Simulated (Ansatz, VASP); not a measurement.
**Two plane-wave programs on HgTe**

File POSCAR:

```
HgTe
1.0
    0.0000000000      3.2891972812      3.2891972812
    3.2362412050      0.0000000000      3.2891972812
    3.2362412050      3.2891972812      0.0000000000
Hg Te
1 1
Direct
    0.0000000000      0.0000000000      0.0000000000
    0.2500000000      0.2500000000      0.2500000000
```

INCAR.step1

```
  PREC = Accurate
  ENCUT = 520
  ISMEAR = -1
  SIGMA = 0.02
  LREAL = False
  LASPH = True
  NELM = 60
  NBANDS = 16
  GGA = PE
  ALGO = Normal
  EDIFF = 1E-4
  LWAVE = True
  LCHARG = False
```

The input INCAR.step2:

```
  PREC = Accurate
  ENCUT = 520
  EDIFF = 1E-6
  ISMEAR = -1
  SIGMA = 0.02
  LREAL = False
  LASPH = True
  NELM = 60
  ALGO = Normal
  ISIF = 2
  LWAVE = False
  LCHARG = True
  METAGGA = R2SCAN
  LMIXTAU = True
  LELF = True
  LVHAR = True
  NBANDS = 16
  ISTART = 1
```

The input KPOINTS:

```
Automatic mesh
0
Gamma
  6 6 6
```

Input for Ansatz:

```yaml
crystal:
  lattice:
    - [0.0, 3.2891972812, 3.2891972812]
    - [3.236241205, 0.0, 3.2891972812]
    - [3.236241205, 3.2891972812, 0.0]
  atoms:
    - { symbol: Hg, position: [0.0, 0.0, 0.0] }
    - { symbol: Te, position: [0.25, 0.25, 0.25] }
kpoints:
  mp_grid: { grid: [6, 6, 6] }
  band_path:
    path:
      - [0.0, 0.0, 0.0]
      - [-0.5, -0.5, 0.0]
      - [-0.375, -0.375, 0.25]
      - [-0.375, 0.0, 0.375]
      - [0.0, 0.0, 0.5]
      - [-0.5, -0.25, 0.25]
      - [-0.015625, -0.015625, 0.0]
    npoints: 1
hamiltonian:
  xc: r2scan
scf:
  occupations: { method: fermi_dirac, width: 0.02 }
  n_extra_bands: 4
output:
  forces: true
  stress: true
  eigenvalues: true
  write_density: true
  write_potential: true
  elf: true
  volumetric_format: npy
```

Change from the starting cell: uniaxial_x strain -1.6%.

Alike in both runs: task single point; functional r2SCAN; k mesh 6 × 6 × 6; occupations fermi-dirac, width 0.02 eV; no spin polarisation.

```csv
,VASP,Ansatz
version,VASP 6.6.1,Ansatz 0.2.0
potentials or method,"VASP PAW PBE potentials, release 64 (Hg, Te)","plane waves, PAW"
plane-wave cutoff (eV),520,500
valence electrons in the cell,18,36
```

|  | VASP | Ansatz | Ansatz less VASP |
| --- | --- | --- | --- |
| pressure (GPa) | 0.7 | 0.6 | -0.06 |
| traceless stress, the component that is largest in VASP (GPa) | 0.13 | 0.13 | -0.001 |

VASP's potentials were made for PBE, not for r2SCAN. VASP's potentials hold 18 valence electrons a cell and Ansatz's 36, so a difference there can come from the potentials and not from the codes.

Spin-orbit coupling is off throughout.
